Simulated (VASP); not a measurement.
# Si3N4 in VASP: electric field gradients with PBE

Aim: the electric field gradients of Si3N4 with PBE.

All numbers are computed with VASP 6.6.1; they aren't measurements. Logs are shortened: lines on timing, memory, paths and dates and some standing lists are left out, and cuts for length are marked.

### 1 The cell of the first run

The typed cell holds 14 atoms: a = 7.595 Å, b = 7.595 Å, c = 2.902 Å, α = 90.00°, β = 90.00°, γ = 120.00°.

### 2 Electric field gradients, PBE

The input, INCAR:

```
PREC = Accurate
ENCUT = 520
EDIFF = 1E-8
ISMEAR = -1
SIGMA = 0.02
LREAL = False
LASPH = True
NELM = 100
ALGO = Normal
ISIF = 2
LWAVE = False
LCHARG = False
GGA = PE
LEFG = True
NBANDS = 45
```

The input, KPOINTS:

```
regular mesh
0
Gamma
  4 4 10
```

The input, POSCAR:

```
Si3N4
1.0
    7.5950000000      0.0000000000      0.0000000000
   -3.7975000000      6.5774629417      0.0000000000
    0.0000000000      0.0000000000      2.9023000000
Si N
6 8
Direct
    0.7673199105      0.1735618873      0.3256358181
    0.5937580233      0.7673199105      0.8256358181
    0.8264381127      0.5937580233      0.3256358181
    0.2326800895      0.8264381127      0.8256358181
    0.4062419767      0.2326800895      0.3256358181
    0.1735618873      0.4062419767      0.8256358181
    0.0293608823      0.3297475823      0.3256531517
    0.6996133000      0.0293608823      0.8256531517
    0.6702524177      0.6996133000      0.3256531517
    0.9706391177      0.6702524177      0.8256531517
    0.3003867000      0.9706391177      0.3256531517
    0.3297475823      0.3003867000      0.8256531517
    0.3333333333      0.6666666667     -0.1744669093
    0.6666666667      0.3333333333      0.3255330907
```

Potentials or basis: VASP PAW PBE potentials, release 64 (Si, N).

Run with:

```sh
cat potpaw_PBE.64/Si/POTCAR potpaw_PBE.64/N/POTCAR > POTCAR
mpirun -np 1 vasp_std > vasp.out
```

OUTCAR:

```text
PREC = Accurate
   ENCUT = 520
   EDIFF = 1E-8
   ISMEAR = -1
   LREAL = False
   LASPH = True
   NELM = 100
   ISIF = 2
   GGA = PE

 ion  position               nearest neighbor table
   1  0.767  0.174  0.326-  14 1.73   8 1.73   8 1.73   7 1.73   3 2.99   5 2.99   6 3.05   6 3.05
                             2 3.05   2 3.05
   2  0.594  0.767  0.826-  13 1.73   9 1.73   9 1.73   8 1.73   6 2.99   4 2.99   3 3.05   3 3.05
                             1 3.05   1 3.05
   3  0.826  0.594  0.326-  14 1.73  10 1.73  10 1.73   9 1.73   1 2.99   5 2.99   2 3.05   2 3.05
                             4 3.05   4 3.05
   4  0.233  0.826  0.826-  13 1.73  11 1.73  11 1.73  10 1.73   6 2.99   2 2.99   3 3.05   3 3.05
                             5 3.05   5 3.05
   5  0.406  0.233  0.326-  14 1.73  12 1.73  12 1.73  11 1.73   3 2.99   1 2.99   6 3.05   6 3.05
                             4 3.05   4 3.05
   6  0.174  0.406  0.826-  13 1.73   7 1.73   7 1.73  12 1.73   4 2.99   2 2.99   5 3.05   5 3.05
                             1 3.05   1 3.05
   7  0.029  0.330  0.326-   6 1.73   6 1.73   1 1.73
   8  0.700  0.029  0.826-   1 1.73   1 1.73   2 1.73
   9  0.670  0.700  0.326-   2 1.73   2 1.73   3 1.73
  10  0.971  0.670  0.826-   3 1.73   3 1.73   4 1.73
  11  0.300  0.971  0.326-   4 1.73   4 1.73   5 1.73
  12  0.330  0.300  0.826-   5 1.73   5 1.73   6 1.73
  13  0.333  0.667  0.826-   4 1.73   6 1.73   2 1.73
  14  0.667  0.333  0.326-   1 1.73   3 1.73   5 1.73

  LATTYP: Found a hexagonal cell.
 ALAT       =     7.5950000000
 C/A-ratio  =     0.3821329822

  Lattice vectors:

 A1 = (   7.5950000000,   0.0000000000,   0.0000000000)
 A2 = (  -3.7975000000,   6.5774629417,   0.0000000000)
 A3 = (   0.0000000000,   0.0000000000,   2.9023000000)

Analysis of symmetry for initial positions (statically):
=====================================================================
 Subroutine PRICEL returns:
 Original cell was already a primitive cell.

 Routine SETGRP: Setting up the symmetry group for a
 hexagonal supercell.

 Subroutine GETGRP returns: Found  6 space group operations
 (whereof  3 operations were pure point group operations)
 out of a pool of 24 trial point group operations.

The static configuration has the point symmetry C_3 .
 The point group associated with its full space group is C_6 .

Analysis of symmetry for dynamics (positions and initial velocities):
=====================================================================
 Subroutine PRICEL returns:
 Original cell was already a primitive cell.

 Routine SETGRP: Setting up the symmetry group for a
 hexagonal supercell.

 Subroutine GETGRP returns: Found  6 space group operations
 (whereof  3 operations were pure point group operations)
 out of a pool of 24 trial point group operations.

The dynamic configuration has the point symmetry C_3 .
 The point group associated with its full space group is C_6 .

 Subroutine INISYM returns: Found  6 space group operations
 (whereof  3 operations are pure point group operations),
 and found     1 'primitive' translations

----------------------------------------------------------------------------------------

                                     Primitive cell

  volume of cell :     144.9868

  direct lattice vectors                    reciprocal lattice vectors
     7.595000000  0.000000000  0.000000000     0.131665569  0.076017152  0.000000000
    -3.797500000  6.577462942  0.000000000     0.000000000  0.152034304  0.000000000
     0.000000000  0.000000000  2.902300000     0.000000000  0.000000000  0.344554319

  length of vectors
     7.595000000  7.595000000  2.902300000     0.152034304  0.152034304  0.344554319

  position of ions in fractional coordinates (direct lattice)
     0.767319910  0.173561887  0.325635818
     0.593758023  0.767319910  0.825635818
     0.826438113  0.593758023  0.325635818
     0.232680090  0.826438113  0.825635818
     0.406241977  0.232680090  0.325635818
     0.173561887  0.406241977  0.825635818
     0.029360882  0.329747582  0.325653152
[... 129 lines left out ...]
 maximum number of plane-waves:      3965
   NGX = 29   NGY = 29   NGZ = 11

 number of electron      64.0000003 magnetization

 Free energy of the ion-electron system (eV)
  ---------------------------------------------------
  ext. energy  EPLUGINS =         0.00000000
  ---------------------------------------------------
  free energy    TOTEN  =      -114.47229872 eV

  energy without entropy =     -114.47229872  energy(sigma->0) =     -114.47229872

 E-fermi :   7.2748     XC(G=0): -10.8263

 val. band max:        6.8074335405   @ k =   0.0000   0.0000   0.2000
 cond. band min:      11.1537964860   @ k =   0.0000   0.0000   0.0000
 fundamental gap:      4.3463629455
 Fermi energy:         7.2747594883

 k-point     1 :       0.0000    0.0000    0.0000
  band No.  band energies     occupation
      1     -11.4429      2.00000
      2      -9.9692      2.00000
      3      -9.9692      2.00000
      4      -9.3295      2.00000
      5      -9.2016      2.00000
      6      -9.2016      2.00000
[... 1117 lines left out ...]
     43      14.4569      0.00000
     44      14.4569      0.00000
 [bands above 44 left out]

------------------------ aborting loop because EDIFF is reached ----------------------------------------

  FORCE on cell =-STRESS in cart. coord.  units (eV):
  Direction    XX          YY          ZZ          XY          YZ          ZX
  --------------------------------------------------------------------------------------
  -------------------------------------------------------------------------------------
  Total        5.5737593      5.5737593      5.5792504     -0.0000000      0.0000000      0.0000000
  in kB       61.5928504     61.5928504     61.6535298     -0.0000005      0.0000000      0.0000000
  external PRESSURE =      61.6130769 kB  Pullay stress =       0.0000000 kB

 VOLUME and BASIS-vectors are now :
 -----------------------------------------------------------------------------
  energy-cutoff  :      520.00
  volume of cell :      144.99
      direct lattice vectors                 reciprocal lattice vectors
     7.595000000  0.000000000  0.000000000     0.131665569  0.076017152  0.000000000
    -3.797500000  6.577462942  0.000000000     0.000000000  0.152034304  0.000000000
     0.000000000  0.000000000  2.902300000     0.000000000  0.000000000  0.344554319

 POSITION                                       TOTAL-FORCE (eV/Angst)
 -----------------------------------------------------------------------------------
      5.16869      1.14160      0.94509         0.009360     -0.006384      0.000796
      1.59569      5.04702      2.39624         0.010208      0.004914      0.000796
      4.02200      3.90542      0.94509         0.000849      0.011298      0.000796
     -1.37119      5.43587      2.39624        -0.009360      0.006384      0.000796
      2.20181      1.53044      0.94509        -0.010208     -0.004914      0.000796
     -0.22450      2.67204      2.39624        -0.000849     -0.011298      0.000796
     -1.02922      2.16890      0.94514         0.005281     -0.007289     -0.001380
      5.20207      0.19312      2.39629         0.008953      0.000929     -0.001380
      2.43379      4.60168      0.94514         0.003672      0.008218     -0.001380
      4.82672      4.40856      2.39629        -0.005281      0.007289     -0.001380
     -1.40457      6.38434      0.94514        -0.008953     -0.000929     -0.001380
      1.36371      1.97578      2.39629        -0.003672     -0.008218     -0.001380
     -0.00000      4.38498      2.39594        -0.000000      0.000000      0.001753
      3.79750      2.19249      0.94479        -0.000000      0.000000      0.001753
 -----------------------------------------------------------------------------------
    total drift:                                0.000000     -0.000000     -0.000673

  FREE ENERGIE OF THE ION-ELECTRON SYSTEM (eV)
  ---------------------------------------------------
  free  energy   TOTEN  =      -114.4722987198 eV

  energy  without entropy=     -114.4722987198  energy(sigma->0) =     -114.47229872

 Electric field gradients (V/A^2)
---------------------------------------------------------------------
 ion       V_xx      V_yy      V_zz      V_xy      V_xz      V_yz
---------------------------------------------------------------------
   1       0.186     3.719    -3.904     7.635    -0.008    -0.009
   2      -3.776     7.681    -3.904    -5.347     0.003    -0.011
   3       9.447    -5.543    -3.904    -2.288     0.012    -0.003
   4       0.186     3.719    -3.904     7.635     0.008     0.009
   5      -3.776     7.681    -3.904    -5.347    -0.003     0.011
   6       9.447    -5.543    -3.904    -2.288    -0.012     0.003
   7       1.965   -27.285    25.321    30.244    -0.006    -0.007
   8     -46.165    20.845    25.319    -2.458     0.003    -0.008
   9       6.221   -31.542    25.320   -27.789     0.009    -0.002
  10       1.965   -27.285    25.321    30.244     0.006     0.007
  11     -46.165    20.845    25.319    -2.458    -0.003     0.008
  12       6.221   -31.542    25.320   -27.789    -0.009     0.002
  13      22.748    22.747   -45.495    -0.000    -0.000    -0.000
  14      22.748    22.747   -45.495    -0.000     0.000     0.000
---------------------------------------------------------------------

 Electric field gradients after diagonalization (V/A^2)
 (convention: |V_zz| > |V_xx| > |V_yy|)
----------------------------------------------------------------------
 ion       V_xx      V_yy      V_zz     asymmetry (V_yy - V_xx)/ V_zz
----------------------------------------------------------------------
   1      -5.884    -3.904     9.789       0.202
   2      -5.884    -3.904     9.789       0.202
   3      -5.884    -3.904     9.789       0.202
   4      -5.884    -3.904     9.789       0.202
   5      -5.884    -3.904     9.789       0.202
   6      -5.884    -3.904     9.789       0.202
   7      25.321    20.935   -46.255       0.095
   8      25.319    20.935   -46.255       0.095
   9      25.320    20.936   -46.257       0.095
  10      25.321    20.935   -46.255       0.095
  11      25.319    20.935   -46.255       0.095
  12      25.320    20.936   -46.257       0.095
  13      22.748    22.747   -45.495       0.000
  14      22.748    22.747   -45.495       0.000
----------------------------------------------------------------------

           NMR quadrupolar parameters

 Cq : quadrupolar parameter    Cq=e*Q*V_zz/h
 eta: asymmetry parameters     (V_yy - V_xx)/ V_zz
 Q  : nuclear electric quadrupole moment in mb (millibarn)
----------------------------------------------------------------------
 ion       Cq(MHz)       eta       Q (mb)
----------------------------------------------------------------------
   1       0.024       0.202       1.000
   2       0.024       0.202       1.000
   3       0.024       0.202       1.000
   4       0.024       0.202       1.000
   5       0.024       0.202       1.000
   6       0.024       0.202       1.000
   7      -0.112       0.095       1.000
   8      -0.112       0.095       1.000
   9      -0.112       0.095       1.000
  10      -0.112       0.095       1.000
  11      -0.112       0.095       1.000
  12      -0.112       0.095       1.000
  13      -0.110       0.000       1.000
  14      -0.110       0.000       1.000
----------------------------------------------------------------------
```

It took 2.1 min on 1 thread of Intel Xeon Platinum 8488C (Sapphire Rapids), shared host; peak memory 0.31 GiB.

Results:

```yaml
Free_energy: -114.4723 eV
Pressure: 6.2 GPa
Largest_force: 0.011 eV/Å
Band_gap_on_the_k_mesh: 4.35 eV (least direct gap 4.54 eV)
Largest_electric_field_gradient_by_atom: Si +9.8; N -46.3, -45.5 (each value once) V/Å²
```

Forces in eV/Å, atoms in the order of the input:
```
Si   0.009 -0.006  0.001
Si   0.010  0.005  0.001
Si   0.001  0.011  0.001
Si  -0.009  0.006  0.001
Si  -0.010 -0.005  0.001
Si  -0.001 -0.011  0.001
N    0.005 -0.007 -0.001
N    0.009  0.001 -0.001
N    0.004  0.008 -0.001
N   -0.005  0.007 -0.001
N   -0.009 -0.001 -0.001
N   -0.004 -0.008 -0.001
N    0.000  0.000  0.002
N    0.000  0.000  0.002
```

Electric field gradients, principal values (V/Å²):
| atom | least | middle | greatest (by size) |
| --- | --- | --- | --- |
| 1 Si | -3.904 | -5.884 | 9.789 |
| 2 Si | -3.904 | -5.884 | 9.789 |
| 3 Si | -3.904 | -5.884 | 9.789 |
| 4 Si | -3.904 | -5.884 | 9.789 |
| 5 Si | -3.904 | -5.884 | 9.789 |
| 6 Si | -3.904 | -5.884 | 9.789 |
| 7 N | 20.935 | 25.321 | -46.255 |
| 8 N | 20.935 | 25.319 | -46.255 |
| 9 N | 20.936 | 25.320 | -46.257 |
| 10 N | 20.935 | 25.321 | -46.255 |
| 11 N | 20.935 | 25.319 | -46.255 |
| 12 N | 20.936 | 25.320 | -46.257 |
| 13 N | 22.747 | 22.748 | -45.495 |
| 14 N | 22.747 | 22.748 | -45.495 |

Caveat: the cell stands under pressure; without QUAD_EFG the Cq values of the log hold for a quadrupole moment of 1 mb, not for the nuclei.
